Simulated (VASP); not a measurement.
# WC (Pm) in VASP: single point with PBEsol

Aim: the single point of WC with PBEsol.

All numbers are computed with VASP 6.6.1; they aren't measurements. Logs are shortened: lines on timing, memory, paths and dates and some standing lists are left out, and cuts for length are marked.

### Step 1. The cell of the first run

The structure is monoclinic, space group Pm (No. 6). The conventional cell has a = 2.901 Å, b = 2.829 Å, c = 2.901 Å, α = 90.00°, β = 120.00°, γ = 90.00°. Within 3.0 Å of W (site symmetry m) lie 6 C at 2.08 to 2.36 Å and 8 W at 2.83 to 2.90 Å. Within 3.0 Å of C (site symmetry m) lie 6 W at 2.08 to 2.36 Å and 8 C at 2.83 to 2.90 Å.

### Step 2. Single point, PBEsol (atom 1 (W) moved by (-0.225, +0.000) A along [1 1 0] and z)

INCAR reads:

```
SYSTEM = WC
PREC = Accurate
ENCUT = 1300
EDIFF = 1E-6
ISMEAR = 0
SIGMA = 0.15
LREAL = .FALSE.
LASPH = .TRUE.
NELM = 120
ALGO = Normal
ISIF = 2
LWAVE = .FALSE.
LCHARG = .FALSE.
GGA = PS
NBANDS = 16
GGA_COMPAT = .FALSE.
```

KPOINTS reads:

```
regular mesh
0
G
  6 6 6
  0 0 0
```

POSCAR reads:

```
WC
1.0
    2.9005014360      0.0000000000      0.0000000000
   -1.4502507180      2.5119079273      0.0000000000
    0.0000000000      0.0000000000      2.8290000000
W C
1 1
Direct
   -0.0865212091     -0.0633379210      0.0000000000
    0.6666666667      0.3333333333      0.5000000000
```

Potentials or basis: VASP PAW PBE potentials, release 64 (W_sv, C_h).

Launch:

```console
$ cat potpaw_PBE.64/W_sv/POTCAR potpaw_PBE.64/C_h/POTCAR > POTCAR
$ mpirun -np 1 vasp_std > vasp.out
```

OUTCAR:

```text
SYSTEM = WC
   PREC = Accurate
   ENCUT = 1300
   EDIFF = 1E-6
   ISMEAR = 0
   LREAL = .FALSE.
   LASPH = .TRUE.
   NELM = 120
   ISIF = 2
   GGA = PS

 ion  position               nearest neighbor table
   1  0.913  0.937  0.000-   2 2.08   2 2.08   2 2.16   2 2.16   2 2.36   2 2.36
   2  0.667  0.333  0.500-   1 2.08   1 2.08   1 2.16   1 2.16   1 2.36   1 2.36

  LATTYP: Found a hexagonal cell.
 ALAT       =     2.9005014360
 C/A-ratio  =     0.9753485949

  Lattice vectors:

 A1 = (   2.9005014360,   0.0000000000,   0.0000000000)
 A2 = (  -1.4502507180,   2.5119079273,   0.0000000000)
 A3 = (   0.0000000000,   0.0000000000,   2.8290000000)

Analysis of symmetry for initial positions (statically):
=====================================================================
 Subroutine PRICEL returns:
 Original cell was already a primitive cell.

 Routine SETGRP: Setting up the symmetry group for a
 hexagonal supercell.

 Subroutine GETGRP returns: Found  2 space group operations
 (whereof  2 operations were pure point group operations)
 out of a pool of 24 trial point group operations.

The static configuration has the point symmetry C_1h.

Analysis of symmetry for dynamics (positions and initial velocities):
=====================================================================
 Subroutine PRICEL returns:
 Original cell was already a primitive cell.

 Routine SETGRP: Setting up the symmetry group for a
 hexagonal supercell.

 Subroutine GETGRP returns: Found  2 space group operations
 (whereof  2 operations were pure point group operations)
 out of a pool of 24 trial point group operations.

The dynamic configuration has the point symmetry C_1h.

 Subroutine INISYM returns: Found  2 space group operations
 (whereof  2 operations are pure point group operations),
 and found     1 'primitive' translations

----------------------------------------------------------------------------------------

                                     Primitive cell

  volume of cell :      20.6115

  direct lattice vectors                    reciprocal lattice vectors
     2.900501436  0.000000000  0.000000000     0.344767973  0.199051882  0.000000000
    -1.450250718  2.511907927  0.000000000     0.000000000  0.398103764  0.000000000
     0.000000000  0.000000000  2.829000000     0.000000000  0.000000000  0.353481796

  length of vectors
     2.900501436  2.900501436  2.829000000     0.398103764  0.398103764  0.353481796

  position of ions in fractional coordinates (direct lattice)
     0.913478791  0.936662079  0.000000000
     0.666666667  0.333333333  0.500000000

  ion indices of the primitive-cell ions
   primitive index   ion index
                 1           1
                 2           2

----------------------------------------------------------------------------------------

 KPOINTS: regular mesh

Automatic generation of k-mesh.
 Grid dimensions read from file:
 generate k-points for:    6    6    6

 Generating k-lattice:

  Cartesian coordinates                     Fractional coordinates (reciprocal lattice)
     0.057461329  0.033175314  0.000000000     0.166666667 -0.000000000  0.000000000
     0.000000000  0.066350627  0.000000000     0.000000000  0.166666667  0.000000000
     0.000000000  0.000000000  0.058913633     0.000000000  0.000000000  0.166666667

  Length of vectors
     0.066350627  0.066350627  0.058913633

  Shift w.r.t. Gamma in fractional coordinates (k-lattice)
     0.000000000  0.000000000  0.000000000

 Subroutine IBZKPT returns following result:
 ===========================================

 Found     80 irreducible k-points:

 Following reciprocal coordinates:
            Coordinates               Weight
  0.000000  0.000000  0.000000      1.000000
  0.166667 -0.000000  0.000000      2.000000
  0.000000  0.166667  0.000000      2.000000
 -0.166667  0.166667  0.000000      2.000000
  0.333333 -0.000000  0.000000      2.000000
  0.000000  0.333333  0.000000      2.000000
[... 16 lines left out ...]
  0.000000  0.166667  0.166667      4.000000
 -0.166667  0.166667  0.166667      4.000000
 [... further k-points ...]
   k-points           NKPTS =     80   k-points in BZ     NKDIM =     80   number of bands    NBANDS=     16
   number of dos      NEDOS =    301   number of ions     NIONS =      2
   total plane-waves  NPLWV =  46656
   dimension x,y,z NGX =    36 NGY =   36 NGZ =   36
   dimension x,y,z NGXF=    72 NGYF=   72 NGZF=   72
   ions per type =               1   1
   NGX,Y,Z   is equivalent  to a cutoff of  20.63, 20.63, 21.16 a.u.
   NGXF,Y,Z  is equivalent  to a cutoff of  41.27, 41.27, 42.31 a.u.
 SYSTEM =  WC
   PREC   = accura    normal or accurate (medium, high low for compatibility)
   ISTART =      0    job   : 0-new  1-cont  2-samecut
   ICHARG =      2    charge: 1-file 2-atom 10-const
   ISPIN  =      1    spin polarized calculation?
   LNONCOLLINEAR =      F non collinear calculations
   LSORBIT =      F    spin-orbit coupling
   LASPH  =      T    aspherical Exc in radial PAW
   ENCUT  = 1300.0 eV  95.55 Ry    9.77 a.u.   8.53  8.53  8.32*2*pi/ulx,y,z
   NELM   =    120;   NELMIN=  2; NELMDL= -5     # of ELM steps
   EDIFF  = 0.1E-05   stopping-criterion for ELM
   LREAL  =      F    real-space projection
   EDIFFG = 0.1E-04   stopping-criterion for IOM
   NSW    =      0    number of steps for IOM
   IBRION =     -1    ionic relax: 0-MD 1-quasi-New 2-CG
   NFREE  =      0    steps in history (QN), initial steepest desc. (CG)
   ISIF   =      2    stress and relaxation
   ISYM   =      2    0-nonsym 1-usesym 2-fastsym
   POTIM  = 0.5000    time-step for ionic-motion
   TEBEG  =    0.0;   TEEND  =   0.0 temperature during run
   PSTRESS=    0.0 pullay stress
   NELECT =      18.0000    total number of electrons
   NUPDOWN=      -1.0000    fix difference up-down
   EMIN   =  10.00;   EMAX   =-10.00  energy-range for DOS
   EFERMI =   0.00;   METHOD = LEGACY
   ISMEAR =     0;   SIGMA  =   0.15  broadening in eV -4-tet -1-fermi 0-gaus
   EFERMI_NEDOS =   21; number of points for ismear=-14 and -15
   IALGO  =     38    algorithm
   IMIX   =      4    mixing-type and parameters
     AMIX     =   0.40;   BMIX     =  1.00
     AMIX_MAG =   1.60;   BMIX_MAG =  1.00
  volume/ion in A,a.u.               =      10.31        69.55
  Fermi-wavevector in a.u.,A,eV,Ry     =   1.564813  2.957068 33.315762  2.448639
  Thomas-Fermi vector in A             =   2.667381
   LORBIT       =      0    0 simple, 1 ext, 2 COOP (PROOUT), +10 PAW based schemes
   GGA     = PS    functional components
   LHFCALC =     F    Hartree Fock is set to
   AEXX    =    0.0000 exact exchange contribution
   IVDW    =     0    specifies the selected vdW correction
   LEPSILON=     F    determine dielectric tensor
   LRPA    =     F    only Hartree local field effects (RPA)
 non-spin polarized calculation
 Gauss-broadening in eV      SIGMA  =   0.15
  energy-cutoff  :     1300.00
  volume of cell :       20.61
 maximum number of plane-waves:      2236
 NGX is ok and might be reduce to    36
   NGX = 17   NGY = 17   NGZ = 17

 number of electron      18.0000000 magnetization

 Free energy of the ion-electron system (eV)
  ---------------------------------------------------
  ext. energy  EPLUGINS =         0.00000000
  ---------------------------------------------------
  free energy    TOTEN  =       -23.53000715 eV

  energy without entropy =      -23.52457938  energy(sigma->0) =      -23.52729327

 E-fermi :  11.6806     XC(G=0): -13.9926

 val. band max:       11.6525673398   @ k =   0.5000   0.3333   0.0000
 cond. band min:      11.6882752300   @ k =   0.1667  -0.0000   0.3333
 fundamental gap:      0.0357078903
 Fermi energy:        11.6806417148

 k-point     1 :       0.0000    0.0000    0.0000
  band No.  band energies     occupation
      1     -62.5100      2.00000
      2     -26.5467      2.00000
      3     -26.4027      2.00000
      4     -26.3851      2.00000
      5      -3.1416      2.00000
      6       6.7976      2.00000
[... 8 lines left out ...]
     15      25.6465      0.00000
     16      27.0920      0.00000

 k-point     2 :       0.1667   -0.0000    0.0000
  band No.  band energies     occupation
      1     -62.4950      2.00000
      2     -26.5989      2.00000
      3     -26.5199      2.00000
      4     -26.4513      2.00000
      5      -2.5044      2.00000
      6       6.6886      2.00000
[... 8 lines left out ...]
     15      24.0149      0.00000
     16      29.8341      0.00000

 k-point     3 :       0.0000    0.1667    0.0000
  band No.  band energies     occupation
      1     -62.4948      2.00000
      2     -26.6200      2.00000
      3     -26.5166      2.00000
      4     -26.4415      2.00000
      5      -2.3914      2.00000
      6       6.5078      2.00000
[... 8 lines left out ...]
     15      25.6490      0.00000
     16      28.4236      0.00000

 k-point     4 :      -0.1667    0.1667    0.0000
  band No.  band energies     occupation
      1     -62.4948      2.00000
      2     -26.6221      2.00000
      3     -26.5172      2.00000
      4     -26.4372      2.00000
      5      -2.4119      2.00000
      6       6.5655      2.00000
[... 8 lines left out ...]
     15      25.1356      0.00000
     16      28.2128      0.00000

 k-point     5 :       0.3333   -0.0000    0.0000
  band No.  band energies     occupation
      1     -62.4651      2.00000
      2     -27.0071      2.00000
      3     -26.5479      2.00000
      4     -26.4659      2.00000
      5      -1.1113      2.00000
      6       5.3520      2.00000
[... 8 lines left out ...]
     15      25.2842      0.00000
     16      28.5396      0.00000

 k-point     6 :       0.0000    0.3333    0.0000
  band No.  band energies     occupation
      1     -62.4643      2.00000
      2     -27.0455      2.00000
      3     -26.5412      2.00000
      4     -26.4558      2.00000
      5      -0.5795      2.00000
      6       4.8227      2.00000
[... 8 lines left out ...]
     15      26.5307      0.00000
     16      28.0750      0.00000

 k-point     7 :      -0.3333    0.3333    0.0000
  band No.  band energies     occupation
      1     -62.4645      2.00000
      2     -27.0443      2.00000
      3     -26.5361      2.00000
      4     -26.4577      2.00000
      5      -0.6832      2.00000
      6       4.9496      2.00000
[... 8 lines left out ...]
     15      25.9264      0.00000
     16      27.9363      0.00000

 k-point     8 :       0.5000   -0.0000    0.0000
  band No.  band energies     occupation
      1     -62.4501      2.00000
      2     -27.2028      2.00000
      3     -26.5955      2.00000
      4     -26.4388      2.00000
      5      -0.3217      2.00000
      6       4.9172      2.00000
[... 8 lines left out ...]
     15      24.0456      0.00000
     16      28.7208      0.00000

 k-point     9 :       0.0000    0.5000    0.0000
  band No.  band energies     occupation
      1     -62.4490      2.00000
      2     -27.2491      2.00000
      3     -26.5902      2.00000
      4     -26.4252      2.00000
      5       0.7856      2.00000
      6       3.7058      2.00000
[... 8 lines left out ...]
     15      23.8389      0.00000
     16      29.3740      0.00000
[... 172 lines left out ...]
 k-point    19 :       0.5000   -0.1667    0.0000
  band No.  band energies     occupation
      1     -62.4499      2.00000
      2     -27.1016      2.00000
      3     -26.7143      2.00000
      4     -26.4361      2.00000
      5      -0.0461      2.00000
      6       4.9163      2.00000
[... 8 lines left out ...]
     15      25.4181      0.00000
     16      28.2794      0.00000

 k-point    20 :       0.3333    0.3333    0.0000
  band No.  band energies     occupation
      1     -62.4418      2.00000
      2     -27.0183      2.00000
      3     -26.9470      2.00000
      4     -26.4160      2.00000
      5       1.0781      2.00000
      6       4.5955      2.00000
[... 8 lines left out ...]
     15      26.6814      0.00000
     16      26.8765      0.00000

 k-point    21 :       0.0000    0.0000    0.1667
  band No.  band energies     occupation
      1     -62.4992      2.00000
      2     -26.7505      2.00000
      3     -26.3829      2.00000
      4     -26.3688      2.00000
      5      -2.4636      2.00000
      6       6.4539      2.00000
[... 8 lines left out ...]
     15      26.8720      0.00000
     16      28.7372      0.00000

 k-point    22 :       0.1667   -0.0000    0.1667
  band No.  band energies     occupation
      1     -62.4844      2.00000
      2     -26.7209      2.00000
      3     -26.5783      2.00000
      4     -26.4304      2.00000
      5      -1.8847      2.00000
      6       6.7793      2.00000
[... 8 lines left out ...]
     15      25.1113      0.00000
     16      29.1363      0.00000

 k-point    23 :       0.0000    0.1667    0.1667
  band No.  band energies     occupation
      1     -62.4841      2.00000
      2     -26.7181      2.00000
      3     -26.5952      2.00000
      4     -26.4243      2.00000
      5      -1.8001      2.00000
      6       6.5454      2.00000
[... 8 lines left out ...]
     15      24.9403      0.00000
     16      29.1986      0.00000

 k-point    24 :      -0.1667    0.1667    0.1667
  band No.  band energies     occupation
      1     -62.4841      2.00000
      2     -26.7185      2.00000
      3     -26.5985      2.00000
      4     -26.4191      2.00000
      5      -1.8147      2.00000
      6       6.6705      2.00000
[... 8 lines left out ...]
     15      24.9980      0.00000
     16      29.1662      0.00000

 [... further k-points ...]

------------------------ aborting loop because EDIFF is reached ----------------------------------------

  FORCE on cell =-STRESS in cart. coord.  units (eV):
  Direction    XX          YY          ZZ          XY          YZ          ZX
  --------------------------------------------------------------------------------------
  -------------------------------------------------------------------------------------
  Total       -0.0343023      1.5488956      1.4882170     -0.7882568      0.0000000      0.0000000
  in kB       -2.6663948    120.3990285    115.6823483    -61.2729207      0.0000000      0.0000000
  external PRESSURE =      77.8049940 kB  Pullay stress =       0.0000000 kB

 VOLUME and BASIS-vectors are now :
 -----------------------------------------------------------------------------
  energy-cutoff  :     1300.00
  volume of cell :       20.61
      direct lattice vectors                 reciprocal lattice vectors
     2.900501436  0.000000000  0.000000000     0.344767973  0.199051882  0.000000000
    -1.450250718  2.511907927  0.000000000     0.000000000  0.398103764  0.000000000
     0.000000000  0.000000000  2.829000000     0.000000000  0.000000000  0.353481796

 POSITION                                       TOTAL-FORCE (eV/Angst)
 -----------------------------------------------------------------------------------
      1.29115      2.35281      0.00000         1.903487      2.414056      0.000000
      1.45025      0.83730      1.41450        -1.903487     -2.414056      0.000000
 -----------------------------------------------------------------------------------
    total drift:                                0.000142      0.000077     -0.000000

  FREE ENERGIE OF THE ION-ELECTRON SYSTEM (eV)
  ---------------------------------------------------
  free  energy   TOTEN  =       -23.5300071479 eV

  energy  without entropy=      -23.5245793822  energy(sigma->0) =      -23.52729327
```

Wall time 54 s (1 thread of Intel Xeon Platinum 8259CL at 2.50GHz (Skylake/Cascade Lake), shared host); peak memory 0.28 GiB.

What came out:

```
Free energy            : -23.5300 eV
Pressure               : 7.8 GPa
Largest force          : 3.074 eV/Å
Band gap on the k mesh : zero (bands 9 and 10 overlap by 1.62 eV)
```

Forces in eV/Å, atoms in the order of the input:
```
W    1.903  2.414  0.000
C   -1.903 -2.414  0.000
```

Stress tensor (GPa, compression positive):
```
-0.27 -6.13  0.00
-6.13 12.04  0.00
 0.00  0.00 11.57
```

Caveat: the k points lie up to 0.42 Å⁻¹ apart, too coarse for converged energies and pressures of a metal; the cell differs from its parent crystal (atom 1 (W) moved by (-0.225, +0.000) A along [1 1 0] and z); the PAW data sets were made with another functional, which shifts forces and pressure a little; spin-orbit coupling is left out, which moves the levels of the heavy elements.

The gap in the log of VASP goes by the Fermi energy; the results here count the filled bands.